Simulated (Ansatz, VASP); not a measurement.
## Al in VASP and in Ansatz

```
CELL_PARAMETERS angstrom
-1.61746 1.61746 1.61746
1.61746 -1.61746 1.61746
1.61746 1.61746 -1.61746
ATOMIC_POSITIONS crystal
Al 0.00000 0.00000 0.00000
```

Alike in both runs: functional PBE; k mesh 18 × 18 × 18; occupations gaussian, width 0.1 eV; no spin polarisation.

Ansatz relaxed the structure, and its values are those at the end. VASP's run is a single point on that final structure, the one shown.

|  | VASP | Ansatz |
| --- | --- | --- |
| version | VASP 6.6.1 | Ansatz 0.2.0 |
| potentials or method | VASP PAW PBE potentials, release 64 (Al), cutoff 520 eV | scalar-relativistic, plane waves, PAW |
| valence electrons in the cell | 3 | 3 |

```csv
,VASP,Ansatz,Ansatz less VASP
gap on the k mesh at the Fermi level (eV),none,none,-
pressure (GPa),0.0,0.0,0.00
```

A gap of «none» marks a metal or a gap that the smearing closes.
